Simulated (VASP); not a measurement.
Input of a VASP 6.6.1 run:

File INCAR:

```
PREC = Accurate
ENCUT = 520
EDIFF = 1E-7
ISMEAR = 0
SIGMA = 0.1
LREAL = Auto
LASPH = T
NELM = 60
ALGO = Normal
ISIF = 2
LWAVE = F
LCHARG = T
GGA = PE
LELF = T
LVHAR = T
NBANDS = 34
```

The input KPOINTS:

```
regular mesh
0
Gamma
  4 3 1
```

The input POSCAR:

```
MgBe18
1.0
    4.5800000000      0.0000000000      0.0000000000
    3.4350000000      5.9495950000      0.0000000000
    0.0000000000      0.0000000000     16.5884300000
Be Mg
18 1
Direct
    0.0000000000      0.0000000000      0.0602829804
    0.5000000000      0.0000000000      0.0602829804
    0.0000000420      0.3333332773      0.0602829804
    0.5000000420      0.3333332773      0.0602829804
   -0.0000000420      0.6666667227      0.0602829804
    0.4999999580      0.6666667227      0.0602829804
   -0.1682166790      0.2204635778      0.1687019808
    0.3367123696      0.2193270298      0.1687141580
   -0.1668001842      0.5596054858      0.1704934704
    0.3328690251      0.5544078210      0.1701821089
   -0.1638937905      0.8871824049      0.1717070271
    0.3291285067      0.8927948877      0.1708408210
   -0.0063734074      0.0022603219      0.2828752329
    0.4988504437     -0.0024946236      0.2815595569
    0.0058404085      0.3271004161      0.2737676802
    0.4930811451      0.3277977745      0.2736059410
   -0.0018632286      0.6644761534      0.2837195563
    0.4908497805      0.6712393028      0.2773350462
    0.6836332128      0.4115327178      0.4003032837
```

Potentials or basis: VASP PAW PBE potentials, release 64 (Be, Mg).

Run with:

```bash
$ cat potpaw_PBE.64/Be/POTCAR potpaw_PBE.64/Mg/POTCAR > POTCAR
$ mpirun -np 1 vasp_std > vasp.out
```

Question: Predict the largest force.

Answer: 0.076 eV/Å.

Question: Predict the band gap on the k mesh.

Answer: Zero (band 19 reaches -0.24 eV, above the bottom of band 20 at -0.95 eV).

Forces on the atoms (eV/Å):
```
Be   0.006 -0.030 -0.003
Be  -0.010 -0.073  0.020
Be  -0.031  0.029 -0.035
Be   0.005  0.034 -0.029
Be   0.041 -0.022  0.025
Be  -0.026  0.027 -0.012
Be   0.005 -0.003  0.001
Be  -0.004  0.005 -0.004
Be  -0.005 -0.002 -0.001
Be   0.005  0.002  0.002
Be   0.002  0.006  0.000
Be  -0.002 -0.007 -0.003
Be   0.001 -0.005  0.004
Be  -0.001  0.001  0.003
Be  -0.001 -0.001  0.011
Be   0.009 -0.002  0.018
Be  -0.003 -0.005  0.007
Be   0.003  0.008 -0.003
Mg   0.008  0.037 -0.001
```

Caveat: the k points lie up to 0.40 Å⁻¹ apart.
